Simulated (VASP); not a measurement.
# Li in VASP: a series of runs

Li is run at these levels: LDA; tasks: single point.

All numbers are computed with VASP 6.6.1; they aren't measurements. Logs are shortened: lines on timing, memory, paths and dates and some standing lists are left out, and cuts for length are marked.

### 1 The cell of the first run

Symmetry: R3m, No. 160, trigonal system. Conventional cell: a = 3.101 Å, b = 3.101 Å, c = 22.765 Å, α = 90.00°, β = 90.00°, γ = 120.00°. Within 4.1 Å of Li (site symmetry 3m) lie 12 Li at 3.10 to 3.27 Å. Li (site symmetry 3m) has 12 Li at 2.93 to 3.27 Å within 3.9 Å. Li (site symmetry 3m) has 12 Li at 2.93 to 3.10 Å within 3.9 Å.

### 2 Single point, LDA

The input, INCAR:

```
  PREC = Accurate
  ENCUT = 520
  EDIFF = 1E-6
  ISMEAR = -1
  SIGMA = 0.05
  LREAL = False
  LASPH = True
  NELM = 80
  ALGO = Normal
  ISIF = 2
  LWAVE = False
  LCHARG = False
  NBANDS = 12
```

The input, KPOINTS:

```
Automatic mesh
0
Gamma
  12 12 12
```

The input, POSCAR:

```
Li
1.0
    1.5505000000      0.8951800000      7.5883000000
   -1.5505000000      0.8951800000      7.5883000000
    0.0000000000     -1.7903600000      7.5883000000
Li
3
Direct
    0.0000000000      0.0000000000      0.0000000000
    0.2132145452      0.2132145452      0.2132145452
    0.7780000000      0.7780000000      0.7780000000
```

Potentials or basis: VASP PAW LDA potentials, release 64 (Li_sv).

Command:

```bash
$ cat potpaw_LDA.64/Li_sv/POTCAR > POTCAR
$ mpirun -np 1 vasp_std > vasp.out
```

OUTCAR:

```text
PREC = Accurate
   ENCUT = 520
   EDIFF = 1E-6
   ISMEAR = -1
   LREAL = False
   LASPH = True
   NELM = 80
   ISIF = 2

 ion  position               nearest neighbor table
   1  0.000  0.000  0.000-
   2  0.213  0.213  0.213-
   3  0.778  0.778  0.778-

  LATTYP: Found a trigonal (rhomboedric) cell.
 ALAT       =     7.7966463542
 COS(alpha) =     0.9209033909

  Lattice vectors:

 A1 = (   1.5505000000,   0.8951800000,   7.5883000000)
 A2 = (  -1.5505000000,   0.8951800000,   7.5883000000)
 A3 = (   0.0000000000,  -1.7903600000,   7.5883000000)

Analysis of symmetry for initial positions (statically):
=====================================================================
 Subroutine PRICEL returns:
 Original cell was already a primitive cell.

 Routine SETGRP: Setting up the symmetry group for a
 trigonal (rhombohedral) supercell.

 Subroutine GETGRP returns: Found  6 space group operations
 (whereof  6 operations were pure point group operations)
 out of a pool of 12 trial point group operations.

The static configuration has the point symmetry C_3v.

Analysis of symmetry for dynamics (positions and initial velocities):
=====================================================================
 Subroutine PRICEL returns:
 Original cell was already a primitive cell.

 Routine SETGRP: Setting up the symmetry group for a
 trigonal (rhombohedral) supercell.

 Subroutine GETGRP returns: Found  6 space group operations
 (whereof  6 operations were pure point group operations)
 out of a pool of 12 trial point group operations.

The dynamic configuration has the point symmetry C_3v.

 Subroutine INISYM returns: Found  6 space group operations
 (whereof  6 operations are pure point group operations),
 and found     1 'primitive' translations

----------------------------------------------------------------------------------------

                                     Primitive cell

  volume of cell :      63.1943

  direct lattice vectors                    reciprocal lattice vectors
     1.550500000  0.895180000  7.588300000     0.322476620  0.186182295  0.043927274
    -1.550500000  0.895180000  7.588300000    -0.322476620  0.186182295  0.043927274
     0.000000000 -1.790360000  7.588300000     0.000000000 -0.372364590  0.043927274

  length of vectors
     7.796646354  7.796646354  7.796645806     0.374946160  0.374946160  0.374946654

  position of ions in fractional coordinates (direct lattice)
     0.000000000  0.000000000  0.000000000
     0.213214545  0.213214545  0.213214545
     0.778000000  0.778000000  0.778000000
[... 90 lines left out ...]
   NUPDOWN=      -1.0000    fix difference up-down
   EMIN   =  10.00;   EMAX   =-10.00  energy-range for DOS
   EFERMI =   0.00;   METHOD = LEGACY
   ISMEAR =    -1;   SIGMA  =   0.05  broadening in eV -4-tet -1-fermi 0-gaus
   EFERMI_NEDOS =   21; number of points for ismear=-14 and -15
   IALGO  =     38    algorithm
   IMIX   =      4    mixing-type and parameters
     AMIX     =   0.40;   BMIX     =  1.00
     AMIX_MAG =   1.60;   BMIX_MAG =  1.00
  volume/ion in A,a.u.               =      21.06       142.15
  Fermi-wavevector in a.u.,A,eV,Ry     =   0.854928  1.615580  9.944531  0.730902
  Thomas-Fermi vector in A             =   1.971600
   LORBIT       =      0    0 simple, 1 ext, 2 COOP (PROOUT), +10 PAW based schemes
   GGA     = CA    functional components
   LHFCALC =     F    Hartree Fock is set to
   AEXX    =    0.0000 exact exchange contribution
   IVDW    =     0    specifies the selected vdW correction
   LEPSILON=     F    determine dielectric tensor
   LRPA    =     F    only Hartree local field effects (RPA)
 non-spin polarized calculation
  energy-cutoff  :      520.00
  volume of cell :       63.19
 maximum number of plane-waves:      1721
 NGX is ok and might be reduce to    60
   NGX = 29   NGY = 29   NGZ = 29

 number of electron       9.0000008 magnetization

 Free energy of the ion-electron system (eV)
  ---------------------------------------------------
  ext. energy  EPLUGINS =         0.00000000
  ---------------------------------------------------
  free energy    TOTEN  =        -6.09856160 eV

  energy without entropy =       -6.08775647  energy(sigma->0) =       -6.09315904

 E-fermi :   0.4752     XC(G=0):  -7.0428

 val. band max:        0.4676846854   @ k =  -0.1667   0.1667   0.1667
 cond. band min:       0.4812914163   @ k =  -0.2500   0.3333   0.2500
 fundamental gap:      0.0136067310
 Fermi energy:         0.4751966213

 k-point     1 :       0.0000    0.0000    0.0000
  band No.  band energies     occupation
      1     -45.3093      2.00000
      2     -45.1878      2.00000
      3     -45.0873      2.00000
      4      -2.9522      2.00000
      5      -1.0570      2.00000
      6      -1.0268      2.00000
      7       5.6764      0.00000
      8       6.3278      0.00000
      9      12.6417      0.00000
     10      12.6417      0.00000
     11      12.9694      0.00000
     12      12.9694      0.00000
[... 331 lines left out ...]
 k-point    24 :      -0.4167    0.1667    0.0000
  band No.  band energies     occupation
      1     -45.2972      2.00000
      2     -45.1752      2.00000
      3     -45.0758      2.00000
      4       0.8417      0.00131
      5       1.6455      0.00000
      6       1.8702      0.00000
      7       4.0675      0.00000
      8       4.3092      0.00000
      9       4.8586      0.00000
     10       6.6576      0.00000
     11       7.3014      0.00000
     12       8.7648      0.00000

 [... further k-points ...]

------------------------ aborting loop because EDIFF is reached ----------------------------------------

  FORCE on cell =-STRESS in cart. coord.  units (eV):
  Direction    XX          YY          ZZ          XY          YZ          ZX
  --------------------------------------------------------------------------------------
  -------------------------------------------------------------------------------------
  Total       -0.4870257     -0.4870240     -0.5692695      0.0000000      0.0000000      0.0000000
  in kB      -12.3476587    -12.3476148    -14.4328016      0.0000000      0.0000000      0.0000000
  external PRESSURE =     -13.0426917 kB  Pullay stress =       0.0000000 kB

 VOLUME and BASIS-vectors are now :
 -----------------------------------------------------------------------------
  energy-cutoff  :      520.00
  volume of cell :       63.19
      direct lattice vectors                 reciprocal lattice vectors
     1.550500000  0.895180000  7.588300000     0.322476620  0.186182295  0.043927274
    -1.550500000  0.895180000  7.588300000    -0.322476620  0.186182295  0.043927274
     0.000000000 -1.790360000  7.588300000     0.000000000 -0.372364590  0.043927274

 POSITION                                       TOTAL-FORCE (eV/Angst)
 -----------------------------------------------------------------------------------
      0.00000      0.00000      0.00000         0.000000      0.000000     -0.078047
      0.00000      0.00000      4.85381         0.000000      0.000000      0.223470
      0.00000      0.00000     17.71109         0.000000     -0.000000     -0.145423
 -----------------------------------------------------------------------------------
    total drift:                               -0.000000      0.000000      0.000183

  FREE ENERGIE OF THE ION-ELECTRON SYSTEM (eV)
  ---------------------------------------------------
  free  energy   TOTEN  =        -6.0985616045 eV

  energy  without entropy=       -6.0877564733  energy(sigma->0) =       -6.09315904
```

OSZICAR:

```text
N       E                     dE             d eps       ncg     rms          rms(c)
DAV:   1     0.258394615388E+02    0.25839E+02   -0.35209E+03  4536   0.642E+02
DAV:   2     0.418904996234E-01   -0.25798E+02   -0.25039E+02  5432   0.149E+02
DAV:   3    -0.602807093130E+01   -0.60700E+01   -0.60164E+01  8716   0.386E+01
DAV:   4    -0.614057248544E+01   -0.11250E+00   -0.11243E+00  5972   0.868E+00
DAV:   5    -0.614332803966E+01   -0.27556E-02   -0.27554E-02  7144   0.108E+00    0.644E-01
DAV:   6    -0.610068826358E+01    0.42640E-01   -0.22954E-01  5716   0.742E-01    0.243E-01
DAV:   7    -0.609908117856E+01    0.16071E-02   -0.33737E-03  6844   0.209E-01    0.129E-01
DAV:   8    -0.609855719390E+01    0.52398E-03   -0.13669E-03  8636   0.157E-01    0.329E-02
DAV:   9    -0.609856230339E+01   -0.51095E-05   -0.11335E-04  5860   0.658E-02    0.125E-02
DAV:  10    -0.609856194450E+01    0.35888E-06   -0.27957E-05  6188   0.158E-02    0.409E-03
DAV:  11    -0.609856160454E+01    0.33997E-06   -0.37429E-06  5504   0.467E-03
   1 F= -.60985616E+01 E0= -.60931590E+01  d E =-.108051E-01
```

stdout:

```text
POSCAR found type information on POSCAR Li
 POSCAR found :  1 types and       3 ions
 scaLAPACK will be used
 LDA part: xc-table for (Slater(with rela. corr.)+CA(PZ))
 , standard interpolation
 POSCAR, INCAR and KPOINTS ok, starting setup
 FFT: planning ... GRIDC
 FFT: planning ... GRID_SOFT
 FFT: planning ... GRID
 WAVECAR not read
 entering main loop
```

Wall time 16 min (1 thread of AMD EPYC 7R43 (Zen 3), shared host); peak memory 0.35 GiB.

Results:

| Property | Result |
| --- | --- |
| Free energy | -6.0986 eV |
| Largest force | 0.223 eV/Å |
| Band gap on the k mesh | zero (an odd number of electrons rules out a gap without spin polarisation) |

Forces on the atoms (eV/Å):
```
Li   0.000  0.000 -0.078
Li   0.000  0.000  0.223
Li   0.000  0.000 -0.145
```

Caveat: the cutoff is under 1.25 times the usual one of these potentials, so pressure, stress and relaxed cells hold a basis-set (Pulay) error.

### 3 Single point, LDA

The input, INCAR:

```
PREC = Accurate
ENCUT = 520
EDIFF = 1E-7
ISMEAR = -1
SIGMA = 0.05
LREAL = F
LASPH = T
NELM = 100
ALGO = Normal
ISIF = 2
LWAVE = F
LCHARG = F
GGA = CA
NBANDS = 12
```

KPOINTS is that of step 2.

Changes to POSCAR since step 2:

```diff
@@ -9,3 +9,3 @@
     0.0000000000      0.0000000000      0.0000000000
-    0.2132145452      0.2132145452      0.2132145452
+    0.2176072726      0.2176072726      0.2176072726
     0.7780000000      0.7780000000      0.7780000000
```

Potentials or basis: VASP PAW LDA potentials, release 64 (Li_sv).

Command:

```bash
$ cat potpaw_LDA.64/Li_sv/POTCAR > POTCAR
$ mpirun -np 1 vasp_std > vasp.out
```

OUTCAR:

```text
PREC = Accurate
   ENCUT = 520
   EDIFF = 1E-7
   ISMEAR = -1
   LREAL = F
   LASPH = T
   NELM = 100
   ISIF = 2
   GGA = CA

 ion  position               nearest neighbor table
   1  0.000  0.000  0.000-
   2  0.218  0.218  0.218-
   3  0.778  0.778  0.778-

  LATTYP: Found a trigonal (rhomboedric) cell.
 ALAT       =     7.7966463542
 COS(alpha) =     0.9209033909

  Lattice vectors:

[... 549 lines left out ...]
------------------------ aborting loop because EDIFF is reached ----------------------------------------

  FORCE on cell =-STRESS in cart. coord.  units (eV):
  Direction    XX          YY          ZZ          XY          YZ          ZX
  --------------------------------------------------------------------------------------
  -------------------------------------------------------------------------------------
  Total       -0.5130675     -0.5130657     -0.6161208      0.0000000     -0.0000000      0.0000000
  in kB      -13.0079013    -13.0078550    -15.6206302      0.0000000     -0.0000000      0.0000000
  external PRESSURE =     -13.8787955 kB  Pullay stress =       0.0000000 kB

 VOLUME and BASIS-vectors are now :
 -----------------------------------------------------------------------------
  energy-cutoff  :      520.00
  volume of cell :       63.19
      direct lattice vectors                 reciprocal lattice vectors
     1.550500000  0.895180000  7.588300000     0.322476620  0.186182295  0.043927274
    -1.550500000  0.895180000  7.588300000    -0.322476620  0.186182295  0.043927274
     0.000000000 -1.790360000  7.588300000     0.000000000 -0.372364590  0.043927274

 POSITION                                       TOTAL-FORCE (eV/Angst)
 -----------------------------------------------------------------------------------
      0.00000      0.00000      0.00000         0.000000      0.000000     -0.044920
      0.00000      0.00000      4.95381         0.000000      0.000000      0.114172
      0.00000      0.00000     17.71109         0.000000     -0.000000     -0.069252
 -----------------------------------------------------------------------------------
    total drift:                               -0.000000      0.000000     -0.000710

  FREE ENERGIE OF THE ION-ELECTRON SYSTEM (eV)
  ---------------------------------------------------
  free  energy   TOTEN  =        -6.1153797873 eV

  energy  without entropy=       -6.1041182258  energy(sigma->0) =       -6.10974901
```

Wall time 15 min (1 thread of AMD EPYC 7R43 (Zen 3), shared host); peak memory 0.34 GiB.

Results:

* Free energy: -6.1154 eV
* Largest force: 0.114 eV/Å
* Band gap on the k mesh: zero (an odd number of electrons rules out a gap without spin polarisation)

Forces in eV/Å, atoms in the order of the input:
```
Li   0.000  0.000 -0.045
Li   0.000  0.000  0.114
Li   0.000  0.000 -0.069
```

Caveat: the cutoff is under 1.25 times the usual one of these potentials, so pressure, stress and relaxed cells hold a basis-set (Pulay) error.

### 4 Single point, LDA

The input, INCAR:

```
  ALGO = Normal
  EDIFF = 1E-6
  ENCUT = 520
  GGA = CA
  ISIF = 2
  ISMEAR = -1
  LASPH = T
  LCHARG = T
  LELF = T
  LREAL = F
  LVHAR = T
  LWAVE = F
  NBANDS = 12
  NELM = 60
  PREC = Accurate
  SIGMA = 0.05
```

The input, KPOINTS:

```
k-points
0
Gamma
  12 12 12
```

Changes to POSCAR since step 3:

```diff
@@ -9,3 +9,3 @@
     0.0000000000      0.0000000000      0.0000000000
-    0.2176072726      0.2176072726      0.2176072726
+    0.2220000000      0.2220000000      0.2220000000
     0.7780000000      0.7780000000      0.7780000000
```

Command:

```bash
$ cat potpaw_LDA.64/Li_sv/POTCAR > POTCAR
$ mpirun -np 1 vasp_std > vasp.out
```

Run time: 16 min. Hardware: 1 thread of AMD EPYC 7R43 (Zen 3), shared host; peak memory 0.34 GiB.

Results (log left out):

| Item | Value |
| --- | --- |
| Free energy | -6.1215 eV |
| Largest force | 0.008 eV/Å |
| Band gap on the k mesh | zero (an odd number of electrons rules out a gap without spin polarisation) |

Forces in eV/Å, atoms in the order of the input:
```
Li   0.000  0.000  0.000
Li   0.000  0.000  0.008
Li   0.000  0.000 -0.008
```

Levels at points of the mesh, in eV from the Fermi level:
```csv
k point,band 2,band 3,band 4,band 5,band 6,band 7,band 8,band 9
"(0.00, 0.00, 0.00)",-45.67,-45.67,-3.43,-1.53,-1.53,5.53,5.56,12.28
"(0.50, 0.00, 0.00)",-45.66,-45.66,-0.04,0.82,1.02,3.66,3.76,4.38
"(0.50, 0.50, 0.00)",-45.66,-45.66,0.25,0.33,1.14,3.15,4.30,5.42
"(0.50, 0.50, 0.50)",-45.68,-45.66,-2.95,-2.95,0.01,2.86,10.17,10.22
```

Caveat: the cutoff is under 1.25 times the usual one of these potentials, so pressure, stress and relaxed cells hold a basis-set (Pulay) error.

### 5 Single point, LDA

The input, INCAR:

```
ALGO = Normal
EDIFF = 1E-7
ENCUT = 520
GGA = CA
ISIF = 2
ISMEAR = -1
LASPH = T
LCHARG = F
LREAL = F
LWAVE = F
NBANDS = 12
NELM = 100
PREC = Accurate
SIGMA = 0.05
```

KPOINTS is that of step 4.

Changes to POSCAR since step 4:

```diff
@@ -9,3 +9,3 @@
     0.0000000000      0.0000000000      0.0000000000
-    0.2220000000      0.2220000000      0.2220000000
+    0.2263927274      0.2263927274      0.2263927274
     0.7780000000      0.7780000000      0.7780000000
```

Command:

```bash
$ cat potpaw_LDA.64/Li_sv/POTCAR > POTCAR
$ mpirun -np 1 vasp_std > vasp.out
```

It took 17 min on 1 thread of AMD EPYC 7R43 (Zen 3), shared host; peak memory 0.34 GiB.

It converged, with:

```
Free energy            : -6.1170 eV
Largest force          : 0.098 eV/Å
Band gap on the k mesh : zero (an odd number of electrons rules out a gap without spin polarisation)
```

Forces in eV/Å, atoms in the order of the input:
```
Li   0.000  0.000  0.059
Li   0.000  0.000 -0.098
Li   0.000  0.000  0.039
```

Levels at points of the mesh, in eV from the Fermi level:
| k point | band 1 | band 2 | band 3 | band 4 | band 5 | band 6 | band 7 | band 8 | band 9 | band 10 |
| --- | --- | --- | --- | --- | --- | --- | --- | --- | --- | --- |
| (0.00, 0.00, 0.00) | -45.73 | -45.67 | -45.63 | -3.43 | -1.53 | -1.52 | 5.39 | 5.69 | 12.30 | 12.30 |
| (0.50, 0.00, 0.00) | -45.71 | -45.66 | -45.62 | -0.04 | 0.80 | 1.04 | 3.63 | 3.78 | 4.39 | 8.17 |
| (0.50, 0.50, 0.00) | -45.71 | -45.66 | -45.62 | 0.26 | 0.30 | 1.15 | 3.17 | 4.25 | 5.47 | 6.62 |
| (0.50, 0.50, 0.50) | -45.72 | -45.67 | -45.63 | -2.97 | -2.93 | 0.02 | 2.85 | 10.00 | 10.41 | 11.98 |

Caveat: the cutoff is under 1.25 times the usual one of these potentials, so pressure, stress and relaxed cells hold a basis-set (Pulay) error.

### 6 Single point, LDA

The input, INCAR:

```
SYSTEM = Li
PREC     = Accurate       ! precision mode
ENCUT    = 520            ! plane-wave cutoff, eV
EDIFF    = 1E-7           ! SCF threshold, eV
ISMEAR   = -1             ! smearing method
SIGMA    = 0.05           ! smearing width, eV
LREAL    = .FALSE.        ! projectors in reciprocal space
LASPH    = .TRUE.         ! aspherical terms in the spheres
NELM     = 60             ! most SCF steps
ALGO     = Normal         ! electronic algorithm
ISIF     = 2              ! what is computed and relaxed
LWAVE    = .FALSE.        ! write WAVECAR
LCHARG   = .FALSE.        ! write CHGCAR
GGA      = CA             ! functional
NBANDS   = 12             ! bands
```

The input, KPOINTS:

```
Automatic mesh
0
G
  12 12 12
  0 0 0
```

Changes to POSCAR since step 5:

```diff
@@ -9,3 +9,3 @@
     0.0000000000      0.0000000000      0.0000000000
-    0.2263927274      0.2263927274      0.2263927274
+    0.2307854548      0.2307854548      0.2307854548
     0.7780000000      0.7780000000      0.7780000000
```

Potentials or basis: VASP PAW LDA potentials, release 64 (Li_sv).

Command:

```bash
$ cat potpaw_LDA.64/Li_sv/POTCAR > POTCAR
$ mpirun -np 1 vasp_std > vasp.out
```

Run time: 16 min. Hardware: 1 thread of AMD EPYC 7R43 (Zen 3), shared host; peak memory 0.34 GiB.

Results (log left out):

| Quantity | Value |
| --- | --- |
| Free energy | -6.1019 eV |
| Largest force | 0.206 eV/Å |
| Band gap on the k mesh | zero (an odd number of electrons rules out a gap without spin polarisation) |

Forces in eV/Å, atoms in the order of the input:
```
Li   0.000  0.000  0.132
Li   0.000  0.000 -0.206
Li   0.000  0.000  0.073
```

Levels at points of the mesh, in eV from the Fermi level:
```csv
k point,band 1,band 2,band 3,band 4,band 5,band 6,band 7,band 8,band 9,band 10
"(0.00, 0.00, 0.00)",-45.78,-45.67,-45.57,-3.43,-1.53,-1.50,5.22,5.83,12.25,12.25
"(0.50, 0.00, 0.00)",-45.77,-45.65,-45.56,-0.05,0.78,1.06,3.60,3.80,4.41,8.16
"(0.50, 0.50, 0.00)",-45.77,-45.65,-45.56,0.23,0.32,1.16,3.19,4.20,5.51,6.68
"(0.50, 0.50, 0.50)",-45.78,-45.67,-45.57,-2.99,-2.90,0.04,2.82,9.81,10.65,11.96
```

Caveat: the cutoff is under 1.25 times the usual one of these potentials, so pressure, stress and relaxed cells hold a basis-set (Pulay) error.

### 7 Summary

```tsv
cell	gap on the mesh (eV)	largest force (eV/Å)
as given, atomic positions A	none	0.22
as given, atomic positions B	none	0.11
as given, atomic positions C	none	0.01
as given, atomic positions D	none	0.10
as given, atomic positions E	none	0.21
```

Alike in all rows: task single point; level LDA; potentials or basis VASP PAW LDA potentials, release 64 (Li_sv); no spin polarisation; k mesh 12 × 12 × 12; cutoff (eV) 520; smearing fermi-dirac 0.05 eV.

Caveats: the cutoff is under 1.25 times the usual one of these potentials, so pressure, stress and relaxed cells hold a basis-set (Pulay) error.

Absolute energies hang on the potentials; compare differences alone.
